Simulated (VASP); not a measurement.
# Be: single point with PBE

Crystal: Be.

```
Be
1.0
    -1.26767    1.26767    1.26767
     1.26767   -1.26767    1.26767
     1.26767    1.26767   -1.26767
Be
1
Direct
  0.00000 0.00000 0.00000
```

```yaml
Program: VASP 6.6.1
Task: single point
Functional: PBE
Potentials_or_basis: VASP PAW PBE potentials, release 64 (Be)
Cutoff: 520 eV
k_mesh: 10 × 10 × 10
Occupations: gaussian, width 0.05 eV
Spin: no spin polarisation
Dipole_correction: no
Further_INCAR_settings: ALGO = Normal; EDIFF = 1e-07; NBANDS = 7
```

- Pressure: -4.6 GPa
- Band gap on the k mesh: zero (band 1 reaches 11.48 eV, above the bottom of band 2 at 6.63 eV)

Levels at points of the mesh, in eV from the Fermi level:
```csv
k point,band 1,band 2,band 3,band 4,band 5,band 6
"(0.00, 0.00, 0.00)",-11.86,18.97,18.97,18.97,30.19,30.19
"(0.50, 0.00, 0.00)",-4.91,0.45,12.08,15.22,20.13,25.67
"(0.50, 0.50, 0.50)",4.03,4.03,4.03,9.81,9.81,17.74
```

Wall time 3.8 s on 1 thread of AMD EPYC 7R43 64-Core Processor (Zen 3) (shared host), peak memory 0.07 GiB.
